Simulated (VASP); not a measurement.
# HfSbH5 (R-3m) in VASP: notebook, part 3 of 3

VASP 6.6.1. Earlier steps stand in the parts before.

## (6) Relaxation of cell and atoms, PBE

Input file INCAR:

```
SYSTEM = HfSbH5
ALGO = Normal ; EDIFF = 1E-6
EDIFFG = -0.01 ; ENCUT = 600
GGA = PE ; IBRION = 2
ISIF = 3 ; ISMEAR = 0
LASPH = .TRUE. ; LCHARG = .FALSE.
LREAL = .FALSE. ; LWAVE = .FALSE.
NELM = 60 ; NSW = 100
PREC = Accurate ; SIGMA = 0.1
```

Input file KPOINTS:

```
k-points
0
G
  12 12 12
  0 0 0
```

Input file POSCAR:

```
HfSbH5
1.0
    2.5120240103      1.4503177386      2.9993919637
   -2.5120240103      1.4503177386      2.9993919637
    0.0000000000     -2.9006354771      2.9993919637
Hf Sb H
1 1 5
Direct
    0.0000000000      0.0000000000      0.0000000000
    0.5000000000      0.5000000000      0.5000000000
    0.7870829260      0.7870829260      0.7870829260
    0.2129170740      0.2129170740      0.2129170740
    0.0000000000      0.0000000000      0.5000000000
    0.5000000000      0.0000000000      0.0000000000
    0.0000000000      0.5000000000      0.0000000000
```

Potentials or basis: VASP PAW PBE potentials, release 64 (Hf_pv, Sb, H).

Command:

```sh
$ cat potpaw_PBE.64/Hf_pv/POTCAR potpaw_PBE.64/Sb/POTCAR potpaw_PBE.64/H/POTCAR > POTCAR
$ mpirun -np 1 vasp_std > vasp.out
```

OUTCAR:

```text
SYSTEM = HfSbH5
   EDIFF = 1E-6
   EDIFFG = -0.01
   ENCUT = 600
   GGA = PE
   IBRION = 2
   ISIF = 3
   ISMEAR = 0
   LASPH = .TRUE.
   LREAL = .FALSE.
   NELM = 60
   NSW = 100
   PREC = Accurate

 ion  position               nearest neighbor table
   1  0.000  0.000  0.000-   3 1.92   4 1.92   5 2.09   5 2.09   7 2.09   6 2.09   7 2.09   6 2.09
                             2 3.27   2 3.27   2 3.27   2 3.27   2 3.27   2 3.27
   2  0.500  0.500  0.500-   1 3.27   1 3.27   1 3.27   1 3.27   1 3.27   1 3.27
   3  0.787  0.787  0.787-   1 1.92
   4  0.213  0.213  0.213-   1 1.92
   5  0.000  0.000  0.500-   1 2.09   1 2.09
   6  0.500  0.000  0.000-   1 2.09   1 2.09
   7  0.000  0.500  0.000-   1 2.09   1 2.09

  LATTYP: Found a trigonal (rhomboedric) cell.
 ALAT       =     4.1725338013
 COS(alpha) =     0.2751004322

  Lattice vectors:

 A1 = (   2.5120240103,   1.4503177386,   2.9993919637)
 A2 = (  -2.5120240103,   1.4503177386,   2.9993919637)
 A3 = (   0.0000000000,  -2.9006354771,   2.9993919637)

Analysis of symmetry for initial positions (statically):
=====================================================================
 Subroutine PRICEL returns:
 Original cell was already a primitive cell.

 Routine SETGRP: Setting up the symmetry group for a
 trigonal (rhombohedral) supercell.

 Subroutine GETGRP returns: Found 12 space group operations
 (whereof 12 operations were pure point group operations)
 out of a pool of 12 trial point group operations.

The static configuration has the point symmetry D_3d.

Analysis of symmetry for dynamics (positions and initial velocities):
=====================================================================
 Subroutine PRICEL returns:
 Original cell was already a primitive cell.

 Routine SETGRP: Setting up the symmetry group for a
 trigonal (rhombohedral) supercell.

 Subroutine GETGRP returns: Found 12 space group operations
 (whereof 12 operations were pure point group operations)
 out of a pool of 12 trial point group operations.

The dynamic configuration has the point symmetry D_3d.

 Subroutine INISYM returns: Found 12 space group operations
 (whereof 12 operations are pure point group operations),
 and found     1 'primitive' translations

----------------------------------------------------------------------------------------

                                     Primitive cell

  volume of cell :      65.5649

  direct lattice vectors                    reciprocal lattice vectors
     2.512024010  1.450317739  2.999391964     0.199042683  0.114917347  0.111133636
    -2.512024010  1.450317739  2.999391964    -0.199042683  0.114917347  0.111133636
     0.000000000 -2.900635477  2.999391964     0.000000000 -0.229834694  0.111133636

  length of vectors
     4.172533801  4.172533801  4.172533801     0.255293305  0.255293305  0.255293305

  position of ions in fractional coordinates (direct lattice)
     0.000000000  0.000000000  0.000000000
     0.500000000  0.500000000  0.500000000
     0.787082926  0.787082926  0.787082926
     0.212917074  0.212917074  0.212917074
     1.000000000  1.000000000  0.500000000
     0.500000000  1.000000000  0.000000000
     1.000000000  0.500000000  0.000000000

  ion indices of the primitive-cell ions
   primitive index   ion index
                 1           1
                 2           2
                 3           3
                 4           4
                 5           5
                 6           6
                 7           7

[... 82 lines left out ...]
   NELECT =      20.0000    total number of electrons
   NUPDOWN=      -1.0000    fix difference up-down
   EMIN   =  10.00;   EMAX   =-10.00  energy-range for DOS
   EFERMI =   0.00;   METHOD = LEGACY
   ISMEAR =     0;   SIGMA  =   0.10  broadening in eV -4-tet -1-fermi 0-gaus
   EFERMI_NEDOS =   21; number of points for ismear=-14 and -15
   IALGO  =     38    algorithm
   IMIX   =      4    mixing-type and parameters
     AMIX     =   0.40;   BMIX     =  1.00
     AMIX_MAG =   1.60;   BMIX_MAG =  1.00
  volume/ion in A,a.u.               =       9.37        63.21
  Fermi-wavevector in a.u.,A,eV,Ry     =   1.102032  2.082539 16.523941  1.214475
  Thomas-Fermi vector in A             =   2.238469
   LORBIT       =      0    0 simple, 1 ext, 2 COOP (PROOUT), +10 PAW based schemes
   GGA     = PE    functional components
   LHFCALC =     F    Hartree Fock is set to
   AEXX    =    0.0000 exact exchange contribution
   IVDW    =     0    specifies the selected vdW correction
   LEPSILON=     F    determine dielectric tensor
   LRPA    =     F    only Hartree local field effects (RPA)
 conjugate gradient relaxation of ions
 non-spin polarized calculation
 Gauss-broadening in eV      SIGMA  =   0.10
  energy-cutoff  :      600.00
  volume of cell :       65.56
 maximum number of plane-waves:      2209
 NGX is ok and might be reduce to    36
   NGX = 17   NGY = 17   NGZ = 17

--------------------------------------- Ionic step        1  -------------------------------------------

 number of electron      19.9999999 magnetization

 Free energy of the ion-electron system (eV)
  ---------------------------------------------------
  ext. energy  EPLUGINS =         0.00000000
  ---------------------------------------------------
  free energy    TOTEN  =       -28.12389483 eV

  energy without entropy =      -28.11569008  energy(sigma->0) =      -28.11979246

------------------------ aborting loop because EDIFF is reached ----------------------------------------

  FORCE on cell =-STRESS in cart. coord.  units (eV):
  Direction    XX          YY          ZZ          XY          YZ          ZX
  --------------------------------------------------------------------------------------
  -------------------------------------------------------------------------------------
  Total       -0.2835518     -0.2835518     -0.3247687     -0.0000000     -0.0000000     -0.0000000
  in kB       -6.9290157     -6.9290157     -7.9362140     -0.0000000     -0.0000000     -0.0000000
  external PRESSURE =      -7.2647485 kB  Pullay stress =       0.0000000 kB
[... 104 lines left out ...]
  FREE ENERGIE OF THE ION-ELECTRON SYSTEM (eV)
  ---------------------------------------------------
  free  energy   TOTEN  =       -28.1256831423 eV

  energy  without entropy=      -28.1174901455  energy(sigma->0) =      -28.12158664

[... ionic steps 4 to 7 ...]

--------------------------------------- Ionic step        8  -------------------------------------------

 number of electron      19.9999999 magnetization

------------------------ aborting loop because EDIFF is reached ----------------------------------------
[... 77 lines left out ...]
--------------------------------------- Ionic step       10  -------------------------------------------

 number of electron      19.9999999 magnetization

 Free energy of the ion-electron system (eV)
  ---------------------------------------------------
  ext. energy  EPLUGINS =         0.00000000
  ---------------------------------------------------
  free energy    TOTEN  =       -28.12857187 eV

  energy without entropy =      -28.12001530  energy(sigma->0) =      -28.12429358

 E-fermi :   5.5336     XC(G=0): -10.6350

 val. band max:        5.5320016678   @ k =  -0.2500  -0.4167   0.0833
 cond. band min:       5.5384719650   @ k =  -0.1667  -0.2500   0.0833
 fundamental gap:      0.0064702972
 Fermi energy:         5.5335679263

 k-point     1 :       0.0000    0.0000    0.0000
  band No.  band energies     occupation
      1     -25.5295      2.00000
      2     -25.5295      2.00000
      3     -25.3960      2.00000
      4      -6.7039      2.00000
      5       0.3110      2.00000
      6       0.3110      2.00000
      7       0.3821      2.00000
      8       2.1006      2.00000
      9       4.6994      2.00000
     10       4.6994      2.00000
     11       6.7586      0.00000
     12       6.7586      0.00000
     13       7.5559      0.00000
     14       7.6940      0.00000
[... 377 lines left out ...]
      1     -25.5571      2.00000
      2     -25.5319      2.00000
      3     -25.4203      2.00000
      4      -4.5019      2.00000
      5      -3.5305      2.00000
      6      -0.8165      2.00000
      7       1.6079      2.00000
      8       3.5226      2.00000
      9       3.9093      2.00000
     10       5.1406      2.00000
     11       6.6739      0.00000
     12       7.7486      0.00000
     13       8.0522      0.00000
     14       9.6322      0.00000

 [... further k-points ...]

------------------------ aborting loop because EDIFF is reached ----------------------------------------

  FORCE on cell =-STRESS in cart. coord.  units (eV):
  Direction    XX          YY          ZZ          XY          YZ          ZX
  --------------------------------------------------------------------------------------
  -------------------------------------------------------------------------------------
  Total       -0.0346037     -0.0346037     -0.0692672      0.0000000     -0.0000000     -0.0000000
  in kB       -0.8556607     -0.8556607     -1.7127984      0.0000000     -0.0000000     -0.0000000
  external PRESSURE =      -1.1413733 kB  Pullay stress =       0.0000000 kB
[... 22 lines left out ...]
  FREE ENERGIE OF THE ION-ELECTRON SYSTEM (eV)
  ---------------------------------------------------
  free  energy   TOTEN  =       -28.1285718665 eV

  energy  without entropy=      -28.1200152962  energy(sigma->0) =      -28.12429358

 reached required accuracy - stopping structural energy minimisation
```

It took 13 min on 1 thread of Oxide Virtual Turin-like, shared host; peak memory 0.39 GiB.

Results:

| Quantity | Value |
| --- | --- |
| Free energy | -28.1286 eV |
| Relaxed volume | 9.26 Å³/atom |
| Relaxed cell | a = 4.142 Å, b = 4.142 Å, c = 4.142 Å, α = 74.90°, β = 74.90°, γ = 74.90° |
| Space group after relaxing (to 0.05 Å) | R-3m (No. 166) |
| Energy gained by relaxing | 0.7 meV/atom |
| Ionic steps | 10 |
| Pressure after relaxing | -0.1 GPa |
| Largest force after relaxing | 0.007 eV/Å |
| Band gap on the k mesh | zero (band 10 reaches 6.24 eV, above the bottom of band 11 at 3.27 eV) |

Forces in eV/Å, atoms in the order of the input:
```
Hf   0.000  0.000  0.000
Sb   0.000  0.000  0.000
H    0.000  0.000  0.007
H    0.000  0.000 -0.007
H    0.000  0.000  0.000
H    0.000  0.000  0.000
H    0.000  0.000  0.000
```

Step by step:
```tsv
step	energy change (eV)	largest force (eV/Å)	pressure (GPa)	volume (Å³)
1	0.0000	0.0547	-0.73	65.56
2	-0.0015	0.0651	-0.21	65.16
3	-0.0018	0.0722	0.15	64.89
4	-0.0023	0.0445	0.10	64.86
5	-0.0026	0.0030	0.03	64.81
6	-0.0031	0.0039	0.02	64.81
7	-0.0042	0.0086	0.01	64.79
8	-0.0045	0.0253	0.03	64.74
9	-0.0046	0.0194	0.03	64.76
10	-0.0047	0.0071	-0.11	64.79
```

Final structure:
```
Hf Sb H
1.0
     2.51847    1.45404    2.94894
    -2.51847    1.45404    2.94894
     0.00000   -2.90808    2.94894
Hf Sb H
1 1 5
Direct
  0.00000 0.00000 0.00000
  0.50000 0.50000 0.50000
  0.78105 0.78105 0.78105
  0.21895 0.21895 0.21895
  0.00000 0.00000 0.50000
  0.50000 0.00000 0.00000
  0.00000 0.50000 0.00000
```

Levels at points of the mesh, in eV from the Fermi level:
| k point | band 6 | band 7 | band 8 | band 9 | band 10 | band 11 | band 12 | band 13 | band 14 |
| --- | --- | --- | --- | --- | --- | --- | --- | --- | --- |
| (0.00, 0.00, 0.00) | -5.22 | -5.15 | -3.43 | -0.83 | -0.83 | 1.23 | 1.23 | 2.02 | 2.16 |
| (0.50, 0.00, 0.00) | -5.51 | -4.27 | -1.80 | -1.10 | -0.98 | 0.73 | 1.49 | 3.87 | 3.88 |
| (0.50, 0.50, 0.00) | -7.53 | -4.98 | -1.46 | -1.41 | 0.62 | 1.06 | 1.39 | 1.86 | 2.13 |
| (0.50, 0.50, 0.50) | -6.20 | -3.43 | -3.43 | -3.42 | -3.42 | -2.26 | 1.99 | 1.99 | 5.17 |

Caveat: spin-orbit coupling is left out, which moves the levels of the heavy elements.

## (7) The runs side by side

```csv
task,cell,k mesh,cutoff (eV),gap on the mesh (eV),pressure (GPa),relaxed volume (Å³/atom),largest force (eV/Å)
single point,"a = 4.173 Å, angles 74.0°, 7 atoms",6 × 6 × 6,520,none,-0.7,-,0.05
single point,"a = 5.235 Å, angles 59.5°, 7 atoms",6 × 6 × 6,520,none,-15.1,-,1.32
single point,"a = 4.148 Å, angles 74.8°, 7 atoms",12 × 12 × 12,520,none,-0.4,-,0.02
relaxation of cell and atoms,"relaxed from a = 5.235 Å, angles 59.5°, 7 atoms",6 × 6 × 6,600,none,0.4,9.25,0.03
relaxation of cell and atoms,"relaxed from a = 4.173 Å, angles 74.0°, 7 atoms",12 × 12 × 12,600,none,-0.1,9.26,0.01
```

Alike in all rows: level PBE; potentials or basis VASP PAW PBE potentials, release 64 (Hf_pv, Sb, H); no spin polarisation; smearing gaussian 0.1 eV.

Caveats: spin-orbit coupling is left out, which moves the levels of the heavy elements; forces of over 1 eV/Å act on the atoms, so gaps and moduli don't describe the material at rest (some runs); the volume moved by over 15 % at a fixed basis, so the end points are rough (some runs).

Total energies depend on the potentials used, so only differences within one code and one set of settings carry meaning.
